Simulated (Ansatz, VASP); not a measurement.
**Two plane-wave programs on LaB6**

```
La B
1.0
     4.15236    0.00000    0.00000
     0.00000    4.15236    0.00000
     0.00000    0.00000    4.15236
La B
1 6
Direct
  0.00000 0.00000 0.00000
  0.20003 0.50000 0.50000
  0.50000 0.20003 0.50000
  0.79997 0.50000 0.50000
  0.50000 0.79997 0.50000
  0.50000 0.50000 0.20003
  0.50000 0.50000 0.79997
```

Alike in both runs: functional r2SCAN; k mesh 8 × 8 × 8; occupations gaussian, width 0.1 eV; no spin polarisation.

Ansatz relaxed the structure, and its values are those at the end. VASP's run is a single point on that final structure, the one shown.

|  | VASP | Ansatz |
| --- | --- | --- |
| version | VASP 6.6.1 | Ansatz 0.2.0 |
| potentials or method | VASP PAW PBE potentials, release 64 (La, B), cutoff 520 eV | scalar-relativistic, plane waves, PAW |
| valence electrons in the cell | 29 | 29 |

```csv
,VASP,Ansatz,Ansatz less VASP
gap on the k mesh at the Fermi level (eV),none,none,-
pressure (GPa),0.0,0.0,+0.02
rms of the force components (eV/Å),0.010,0.002,-0.0079
```

VASP's potentials were made for PBE, not for r2SCAN. A gap of «none» marks a metal or a gap that the smearing closes.

Spin-orbit coupling is off throughout.
